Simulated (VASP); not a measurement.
Here is a VASP 6.6.1 calculation.

INCAR

```
ALGO = Normal
EDIFF = 1E-7
ENCUT = 520
GGA = PE
ISIF = 2
ISMEAR = 0
ISPIN = 2
LASPH = True
LCHARG = True
LELF = True
LMAXMIX = 4
LORBIT = 11
LREAL = False
LUSENCCL = False
LVHAR = True
LWAVE = False
MAGMOM = 0 0 0 2 0 0 0 0 0 0
NBANDS = 56
NELM = 150
PREC = Accurate
SIGMA = 0.05
```

The input KPOINTS:

```
k-points
0
Gamma
  6 6 6
```

POSCAR

```
Rb2TlNiF6
1.0
    0.0000000000      4.4578213805      4.4578213805
    4.4578213805      0.0000000000      4.4578213805
    4.4578213805      4.4578213805      0.0000000000
Rb Tl Ni F
2 1 1 6
Direct
    0.2500000000      0.2500000000      0.2500000000
    0.7500000000      0.7500000000      0.7500000000
    0.5000000000      0.5000000000      0.5000000000
    0.0000000000      0.0000000000      0.0000000000
    0.2180120000      0.2180120000      0.7819880000
    0.2180120000      0.7819880000      0.7819880000
    0.7819880000      0.7819880000      0.2180120000
    0.2180120000      0.7819880000      0.2180120000
    0.7819880000      0.2180120000      0.7819880000
    0.7819880000      0.2180120000      0.2180120000
```

Potentials or basis: VASP PAW PBE potentials, release 64 (Rb_sv, Tl_d, Ni, F).

The run is started by

```bash
$ cat potpaw_PBE.64/Rb_sv/POTCAR potpaw_PBE.64/Tl_d/POTCAR potpaw_PBE.64/Ni/POTCAR potpaw_PBE.64/F/POTCAR > POTCAR
$ mpirun -np 1 vasp_std > vasp.out
```

Q: Estimate the band gap on the k mesh.

A: Zero (filled and empty bands overlap).

Q: Predict the site moments.

A: Rb -0.00; Tl -0.09; Ni +1.04; F +0.01 μB.

Q: Estimate the largest force.

A: 0.031 eV/Å.

Forces in eV/Å, atoms in the order of the input:
```
Rb   0.000  0.000  0.000
Rb   0.000  0.000  0.000
Tl   0.000  0.000  0.000
Ni   0.000  0.000  0.000
F    0.000  0.000  0.031
F   -0.031  0.000  0.000
F    0.000  0.000 -0.031
F    0.000  0.031  0.000
F    0.000 -0.031  0.000
F    0.031  0.000  0.000
```

Caveat: spin-orbit coupling is left out, which moves the levels of the heavy elements; a cell with one magnetic atom can't hold antiferromagnetic order, which such compounds often take; semilocal functionals often make such compounds metallic where correlation or magnetic order opens a gap, which also shifts bond lengths. With open d or f shells a metallic result of PBE can be an artefact of self-interaction; +U or a hybrid may open a gap.
